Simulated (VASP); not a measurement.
# In3GaAs4 (P-43m) in VASP: further runs

The runs below take In3GaAs4 through single point, relaxation of cell and atoms, with PBE.

Everything below comes from runs of VASP 6.6.1. Logs are shortened: lines on timing, memory, paths and dates and some standing lists are left out, and cuts for length are marked.

### 1 The cell of the first run

The structure is cubic, space group P-43m (No. 215). The conventional cell has a = 6.069 Å, b = 6.069 Å, c = 6.069 Å, α = 90.00°, β = 90.00°, γ = 90.00°. In (site symmetry -42m) has 4 As at 2.66 Å within 3.5 Å. Within 3.3 Å of Ga (site symmetry -43m) lie 4 As at 2.52 Å. As (site symmetry 3m) has 1 Ga at 2.52 Å and 3 In at 2.66 Å within 3.3 Å.

### 2 Single point, PBE

File INCAR:

```
SYSTEM = In3GaAs4
PREC = Accurate ; ENCUT = 520
EDIFF = 1E-6 ; ISMEAR = 0
SIGMA = 0.1 ; LREAL = .False.
LASPH = .True. ; NELM = 100
ALGO = Normal ; ISIF = 2
LWAVE = .False. ; LCHARG = .True.
GGA = PE ; LELF = .True.
LVHAR = .True. ; NBANDS = 46
```

File KPOINTS:

```
regular mesh
0
Gamma
  4 4 4
  0 0 0
```

File POSCAR:

```
In3GaAs4
1.0
    6.0691866964      0.0000000000      0.0000000000
    0.0000000000      6.0691866964      0.0000000000
    0.0000000000      0.0000000000      6.0691866964
In Ga As
3 1 4
Direct
    0.5000000000      0.0000000000      0.0000000000
    0.0000000000      0.0000000000      0.5000000000
    0.0000000000      0.5000000000      0.0000000000
    0.5000000000      0.5000000000      0.5000000000
    0.2599342644      0.7400657356      0.2599342644
    0.2599342644      0.2599342644      0.7400657356
    0.7400657356      0.7400657356      0.7400657356
    0.7400657356      0.2599342644      0.2599342644
```

Potentials or basis: VASP PAW PBE potentials, release 64 (In_d, Ga_d, As).

The run is started by

```bash
> cat potpaw_PBE.64/In_d/POTCAR potpaw_PBE.64/Ga_d/POTCAR potpaw_PBE.64/As/POTCAR > POTCAR
> mpirun -np 1 vasp_std > vasp.out
```

OUTCAR:

```text
SYSTEM = In3GaAs4
   PREC = Accurate
   ENCUT = 520
   EDIFF = 1E-6
   ISMEAR = 0
   LREAL = .False.
   LASPH = .True.
   NELM = 100
   ISIF = 2
   GGA = PE

 ion  position               nearest neighbor table
   1  0.500  0.000  0.000-   5 2.66   6 2.66   7 2.66   8 2.66
   2  0.000  0.000  0.500-   5 2.66   6 2.66   7 2.66   8 2.66
   3  0.000  0.500  0.000-   5 2.66   6 2.66   7 2.66   8 2.66
   4  0.500  0.500  0.500-   5 2.52   6 2.52   7 2.52   8 2.52
   5  0.260  0.740  0.260-   4 2.52   2 2.66   3 2.66   1 2.66
   6  0.260  0.260  0.740-   4 2.52   2 2.66   3 2.66   1 2.66
   7  0.740  0.740  0.740-   4 2.52   2 2.66   3 2.66   1 2.66
   8  0.740  0.260  0.260-   4 2.52   2 2.66   3 2.66   1 2.66

  LATTYP: Found a simple cubic cell.
 ALAT       =     6.0691866964

  Lattice vectors:

 A1 = (   6.0691866964,   0.0000000000,   0.0000000000)
 A2 = (   0.0000000000,   6.0691866964,   0.0000000000)
 A3 = (   0.0000000000,   0.0000000000,   6.0691866964)

Analysis of symmetry for initial positions (statically):
=====================================================================
 Subroutine PRICEL returns:
 Original cell was already a primitive cell.

 Routine SETGRP: Setting up the symmetry group for a
 simple cubic supercell.

 Subroutine GETGRP returns: Found 24 space group operations
 (whereof 24 operations were pure point group operations)
 out of a pool of 48 trial point group operations.

The static configuration has the point symmetry T_d .

Analysis of symmetry for dynamics (positions and initial velocities):
=====================================================================
 Subroutine PRICEL returns:
 Original cell was already a primitive cell.

 Routine SETGRP: Setting up the symmetry group for a
 simple cubic supercell.

 Subroutine GETGRP returns: Found 24 space group operations
 (whereof 24 operations were pure point group operations)
 out of a pool of 48 trial point group operations.

The dynamic configuration has the point symmetry T_d .

 Subroutine INISYM returns: Found 24 space group operations
 (whereof 24 operations are pure point group operations),
 and found     1 'primitive' translations

----------------------------------------------------------------------------------------

                                     Primitive cell

  volume of cell :     223.5587

  direct lattice vectors                    reciprocal lattice vectors
     6.069186696  0.000000000  0.000000000     0.164766722  0.000000000  0.000000000
     0.000000000  6.069186696  0.000000000     0.000000000  0.164766722  0.000000000
     0.000000000  0.000000000  6.069186696     0.000000000  0.000000000  0.164766722

  length of vectors
     6.069186696  6.069186696  6.069186696     0.164766722  0.164766722  0.164766722

  position of ions in fractional coordinates (direct lattice)
     0.500000000  0.000000000  0.000000000
     0.000000000  0.000000000  0.500000000
     0.000000000  0.500000000  0.000000000
     0.500000000  0.500000000  0.500000000
     0.259934264  0.740065736  0.259934264
     0.259934264  0.259934264  0.740065736
     0.740065736  0.740065736  0.740065736
     0.740065736  0.259934264  0.259934264

  ion indices of the primitive-cell ions
   primitive index   ion index
                 1           1
                 2           2
                 3           3
                 4           4
                 5           5
                 6           6
                 7           7
                 8           8

----------------------------------------------------------------------------------------

 KPOINTS: regular mesh

Automatic generation of k-mesh.
 Grid dimensions read from file:
 generate k-points for:    4    4    4

 Generating k-lattice:

  Cartesian coordinates                     Fractional coordinates (reciprocal lattice)
     0.041191681  0.000000000  0.000000000     0.250000000  0.000000000  0.000000000
     0.000000000  0.041191681  0.000000000     0.000000000  0.250000000  0.000000000
     0.000000000  0.000000000  0.041191681     0.000000000  0.000000000  0.250000000

  Length of vectors
     0.041191681  0.041191681  0.041191681

  Shift w.r.t. Gamma in fractional coordinates (k-lattice)
     0.000000000  0.000000000  0.000000000

 Subroutine IBZKPT returns following result:
 ===========================================

 Found     10 irreducible k-points:

 Following reciprocal coordinates:
            Coordinates               Weight
  0.000000  0.000000  0.000000      1.000000
  0.250000  0.000000  0.000000      6.000000
  0.500000  0.000000  0.000000      3.000000
  0.250000  0.250000  0.000000     12.000000
  0.500000  0.250000  0.000000     12.000000
  0.500000  0.500000  0.000000      3.000000
  0.250000  0.250000  0.250000      8.000000
  0.500000  0.250000  0.250000     12.000000
  0.500000  0.500000  0.250000      6.000000
  0.500000  0.500000  0.500000      1.000000
   k-points           NKPTS =     10   k-points in BZ     NKDIM =     10   number of bands    NBANDS=     46
   number of dos      NEDOS =    301   number of ions     NIONS =      8
   total plane-waves  NPLWV = 110592
   dimension x,y,z NGX =    48 NGY =   48 NGZ =   48
   dimension x,y,z NGXF=    96 NGYF=   96 NGZF=   96
   ions per type =               3   1   4
   NGX,Y,Z   is equivalent  to a cutoff of  13.15, 13.15, 13.15 a.u.
   NGXF,Y,Z  is equivalent  to a cutoff of  26.30, 26.30, 26.30 a.u.
 SYSTEM =  In3GaAs4
   PREC   = accura    normal or accurate (medium, high low for compatibility)
   ISTART =      0    job   : 0-new  1-cont  2-samecut
   ICHARG =      2    charge: 1-file 2-atom 10-const
   ISPIN  =      1    spin polarized calculation?
   LNONCOLLINEAR =      F non collinear calculations
   LSORBIT =      F    spin-orbit coupling
   LASPH  =      T    aspherical Exc in radial PAW
   ENCUT  =  520.0 eV  38.22 Ry    6.18 a.u.  11.28 11.28 11.28*2*pi/ulx,y,z
   NELM   =    100;   NELMIN=  2; NELMDL= -5     # of ELM steps
   EDIFF  = 0.1E-05   stopping-criterion for ELM
   LREAL  =      F    real-space projection
   EDIFFG = 0.1E-04   stopping-criterion for IOM
   NSW    =      0    number of steps for IOM
   IBRION =     -1    ionic relax: 0-MD 1-quasi-New 2-CG
   NFREE  =      0    steps in history (QN), initial steepest desc. (CG)
   ISIF   =      2    stress and relaxation
   ISYM   =      2    0-nonsym 1-usesym 2-fastsym
   POTIM  = 0.5000    time-step for ionic-motion
   TEBEG  =    0.0;   TEEND  =   0.0 temperature during run
   PSTRESS=    0.0 pullay stress
   NELECT =      72.0000    total number of electrons
   NUPDOWN=      -1.0000    fix difference up-down
   EMIN   =  10.00;   EMAX   =-10.00  energy-range for DOS
   EFERMI =   0.00;   METHOD = LEGACY
   ISMEAR =     0;   SIGMA  =   0.10  broadening in eV -4-tet -1-fermi 0-gaus
   EFERMI_NEDOS =   21; number of points for ismear=-14 and -15
   IALGO  =     38    algorithm
   IMIX   =      4    mixing-type and parameters
     AMIX     =   0.40;   BMIX     =  1.00
     AMIX_MAG =   1.60;   BMIX_MAG =  1.00
  volume/ion in A,a.u.               =      27.94       188.58
  Fermi-wavevector in a.u.,A,eV,Ry     =   1.122161  2.120577 17.133072  1.259245
  Thomas-Fermi vector in A             =   2.258819
   LORBIT       =      0    0 simple, 1 ext, 2 COOP (PROOUT), +10 PAW based schemes
   GGA     = PE    functional components
   LHFCALC =     F    Hartree Fock is set to
   AEXX    =    0.0000 exact exchange contribution
   IVDW    =     0    specifies the selected vdW correction
   LEPSILON=     F    determine dielectric tensor
   LRPA    =     F    only Hartree local field effects (RPA)
 non-spin polarized calculation
 Gauss-broadening in eV      SIGMA  =   0.10
  energy-cutoff  :      520.00
  volume of cell :      223.56
 maximum number of plane-waves:      6062
 NGX is ok and might be reduce to    48
   NGX = 23   NGY = 23   NGZ = 23

 number of electron      72.0000046 magnetization

 Free energy of the ion-electron system (eV)
  ---------------------------------------------------
  ext. energy  EPLUGINS =         0.00000000
  ---------------------------------------------------
  free energy    TOTEN  =       -31.31223496 eV

  energy without entropy =      -31.30979583  energy(sigma->0) =      -31.31101540

 E-fermi :   3.8528     XC(G=0):  -8.9532

 val. band max:        3.8221157931   @ k =   0.0000   0.0000   0.0000
 cond. band min:       4.2976075061   @ k =   0.5000   0.5000   0.5000
 fundamental gap:      0.4754917130
 Fermi energy:         3.8528348167

 k-point     1 :       0.0000    0.0000    0.0000
  band No.  band energies     occupation
      1     -10.9214      2.00000
      2     -10.9214      2.00000
      3     -10.9214      2.00000
      4     -10.8540      2.00000
      5     -10.8540      2.00000
      6     -10.5550      2.00000
[... 38 lines left out ...]
     45       7.6917      0.00000
     46       7.6917      0.00000

 k-point     2 :       0.2500    0.0000    0.0000
  band No.  band energies     occupation
      1     -10.9201      2.00000
      2     -10.9201      2.00000
      3     -10.9201      2.00000
      4     -10.8539      2.00000
      5     -10.8537      2.00000
      6     -10.5483      2.00000
[... 38 lines left out ...]
     45       8.4392      0.00000
     46       8.4392      0.00000

 k-point     3 :       0.5000    0.0000    0.0000
  band No.  band energies     occupation
      1     -10.9188      2.00000
      2     -10.9188      2.00000
      3     -10.9188      2.00000
      4     -10.8538      2.00000
      5     -10.8534      2.00000
      6     -10.5402      2.00000
[... 332 lines left out ...]
     45       8.6466      0.00000
     46       8.7714      0.00000

 k-point    10 :       0.5000    0.5000    0.5000
  band No.  band energies     occupation
      1     -10.9185      2.00000
      2     -10.9185      2.00000
      3     -10.9185      2.00000
      4     -10.8537      2.00000
      5     -10.8537      2.00000
      6     -10.5658      2.00000
[... 38 lines left out ...]
     45       8.3658      0.00000
     46       8.6865      0.00000

------------------------ aborting loop because EDIFF is reached ----------------------------------------

  FORCE on cell =-STRESS in cart. coord.  units (eV):
  Direction    XX          YY          ZZ          XY          YZ          ZX
  --------------------------------------------------------------------------------------
  -------------------------------------------------------------------------------------
  Total        0.4441865      0.4441865      0.4441865     -0.0000000      0.0000000     -0.0000000
  in kB        3.1833503      3.1833503      3.1833503     -0.0000000      0.0000000     -0.0000000
  external PRESSURE =       3.1833503 kB  Pullay stress =       0.0000000 kB

 VOLUME and BASIS-vectors are now :
 -----------------------------------------------------------------------------
  energy-cutoff  :      520.00
  volume of cell :      223.56
      direct lattice vectors                 reciprocal lattice vectors
     6.069186696  0.000000000  0.000000000     0.164766722  0.000000000  0.000000000
     0.000000000  6.069186696  0.000000000     0.000000000  0.164766722  0.000000000
     0.000000000  0.000000000  6.069186696     0.000000000  0.000000000  0.164766722

 POSITION                                       TOTAL-FORCE (eV/Angst)
 -----------------------------------------------------------------------------------
      3.03459      0.00000      0.00000         0.000000     -0.000000      0.000000
      0.00000      0.00000      3.03459         0.000000     -0.000000      0.000000
      0.00000      3.03459      0.00000         0.000000     -0.000000      0.000000
      3.03459      3.03459      3.03459         0.000000      0.000000      0.000000
      1.57759      4.49160      1.57759         0.005892     -0.005892      0.005892
      1.57759      1.57759      4.49160         0.005892      0.005892     -0.005892
      4.49160      4.49160      4.49160        -0.005892     -0.005892     -0.005892
      4.49160      1.57759      1.57759        -0.005892      0.005892      0.005892
 -----------------------------------------------------------------------------------
    total drift:                                0.000000      0.000000      0.000000

  FREE ENERGIE OF THE ION-ELECTRON SYSTEM (eV)
  ---------------------------------------------------
  free  energy   TOTEN  =       -31.3122349620 eV

  energy  without entropy=      -31.3097958322  energy(sigma->0) =      -31.31101540
```

Wall time 98 s (1 thread of Intel Xeon Platinum 8488C (Sapphire Rapids), shared host); peak memory 0.37 GiB.

What came out:

```
Free energy            : -31.3122 eV
Pressure               : 0.3 GPa
Largest force          : 0.010 eV/Å
Band gap on the k mesh : zero (filled and empty bands touch)
```

Forces on the atoms (eV/Å):
```
In   0.000  0.000  0.000
In   0.000  0.000  0.000
In   0.000  0.000  0.000
Ga   0.000  0.000  0.000
As   0.006 -0.006  0.006
As   0.006  0.006 -0.006
As  -0.006 -0.006 -0.006
As  -0.006  0.006  0.006
```

Caveat: semilocal functionals underestimate gaps, and a narrow one can read as zero; spin-orbit coupling is left out, which moves the levels of the heavy elements.

### 3 Single point, PBE

This run uses another cell than the first one, of 23.82 Å³/atom.

File INCAR:

```
SYSTEM = In3GaAs4
PREC = Accurate ; ENCUT = 520
EDIFF = 1E-6 ; ISMEAR = 0
SIGMA = 0.1 ; LREAL = .False.
LASPH = .True. ; NELM = 80
ALGO = Normal ; ISIF = 2
LWAVE = .False. ; LCHARG = .False.
GGA = PE ; NBANDS = 46
```

KPOINTS is that of step 2.

File POSCAR:

```
In3GaAs4
1.0
    5.7544699800      0.0000000000      0.0000000000
    0.0000000000      5.7544699800      0.0000000000
    0.0000000000      0.0000000000      5.7544699800
In Ga As
3 1 4
Direct
    0.5000000000      0.0000000000      0.0000000000
    0.0000000000      0.0000000000      0.5000000000
    0.0000000000      0.5000000000      0.0000000000
    0.5000000000      0.5000000000      0.5000000000
    0.2500000000      0.7500000000      0.2500000000
    0.2500000000      0.2500000000      0.7500000000
    0.7500000000      0.7500000000      0.7500000000
    0.7500000000      0.2500000000      0.2500000000
```

Potentials or basis: VASP PAW PBE potentials, release 64 (In_d, Ga_d, As).

The run is started by

```bash
> cat potpaw_PBE.64/In_d/POTCAR potpaw_PBE.64/Ga_d/POTCAR potpaw_PBE.64/As/POTCAR > POTCAR
> mpirun -np 1 vasp_std > vasp.out
```

It took 94 s on 1 thread of Intel Xeon Platinum 8488C (Sapphire Rapids), shared host; peak memory 0.36 GiB.

Results (log left out):

```
Free energy            : -29.8439 eV
Pressure               : 13.2 GPa
Band gap on the k mesh : 0.42 eV
```

Levels at points of the mesh, in eV from the valence-band top:
```tsv
k point	band 33	band 34	band 35	band 36	band 37	band 38	band 39	band 40
(0.00, 0.00, 0.00)	-2.76	0.00	0.00	0.00	0.42	1.33	1.33	1.33
(0.50, 0.00, 0.00)	-1.79	-1.79	-1.69	-1.69	2.02	2.09	3.04	3.25
(0.50, 0.50, 0.00)	-1.30	-1.30	-1.24	-1.22	2.41	2.83	3.02	3.02
(0.50, 0.50, 0.50)	-1.18	-1.11	-1.11	-1.11	0.55	1.39	1.39	1.39
```

Caveat: the cell stands under pressure; semilocal functionals underestimate gaps, and a narrow one can read as zero; spin-orbit coupling is left out, which moves the levels of the heavy elements.

### 4 Single point, PBE

This run uses another cell than the first one, of 28.06 Å³/atom.

File INCAR:

```
PREC     = Accurate       # precision mode
ENCUT    = 520            # plane-wave cutoff, eV
EDIFF    = 1E-6           # SCF threshold, eV
ISMEAR   = 0              # smearing method
SIGMA    = 0.1            # smearing width, eV
LREAL    = F              # projectors in reciprocal space
LASPH    = T              # aspherical terms in the spheres
NELM     = 60             # most SCF steps
ALGO     = Normal         # electronic algorithm
ISIF     = 2              # what is computed and relaxed
LWAVE    = F              # write WAVECAR
LCHARG   = T              # write CHGCAR
GGA      = PE             # functional
LELF     = T              # ELF
LVHAR    = T            
NBANDS   = 46             # bands
```

File KPOINTS:

```
regular mesh
0
Gamma
  6 6 6
```

File POSCAR:

```
In3GaAs4
1.0
    6.0773631163      0.0000000000      0.0000000000
    0.0000000000      6.0773631163      0.0000000000
    0.0000000000      0.0000000000      6.0773631163
In Ga As
3 1 4
Direct
    0.5000000000      0.0000000000      0.0000000000
    0.0000000000      0.0000000000      0.5000000000
    0.0000000000      0.5000000000      0.0000000000
    0.5000000000      0.5000000000      0.5000000000
    0.2600609822      0.7399390178      0.2600609822
    0.2600609822      0.2600609822      0.7399390178
    0.7399390178      0.7399390178      0.7399390178
    0.7399390178      0.2600609822      0.2600609822
```

The run is started by

```bash
> cat potpaw_PBE.64/In_d/POTCAR potpaw_PBE.64/Ga_d/POTCAR potpaw_PBE.64/As/POTCAR > POTCAR
> mpirun -np 1 vasp_std > vasp.out
```

Run time: 3 min. Hardware: 1 thread of Intel Xeon Platinum 8488C (Sapphire Rapids), shared host; peak memory 0.43 GiB.

It converged, with:

```yaml
Free_energy: -31.3291 eV
Pressure: 0.1 GPa
Largest_force: 0.004 eV/Å
Band_gap_on_the_k_mesh: zero (filled and empty bands touch)
```

Forces in eV/Å, atoms in the order of the input:
```
In   0.000  0.000  0.000
In   0.000  0.000  0.000
In   0.000  0.000  0.000
Ga   0.000  0.000  0.000
As  -0.002  0.002 -0.002
As  -0.002 -0.002  0.002
As   0.002  0.002  0.002
As   0.002 -0.002 -0.002
```

Levels at points of the mesh, in eV from the Fermi level:
```csv
k point,band 34,band 35,band 36,band 37,band 38,band 39
"(0.00, 0.00, 0.00)",-0.49,-0.05,-0.05,-0.05,1.60,1.60
"(0.50, 0.00, 0.00)",-1.52,-1.23,-1.23,2.09,2.16,2.61
"(0.50, 0.50, 0.00)",-1.15,-1.04,-0.75,2.15,2.18,2.65
"(0.50, 0.50, 0.50)",-0.89,-0.78,-0.78,0.42,0.87,0.87
```

Caveat: semilocal functionals underestimate gaps, and a narrow one can read as zero; spin-orbit coupling is left out, which moves the levels of the heavy elements.

(Continued in part 2 of 2.)

The gap in the log of VASP goes by the Fermi energy; the results here count the filled bands.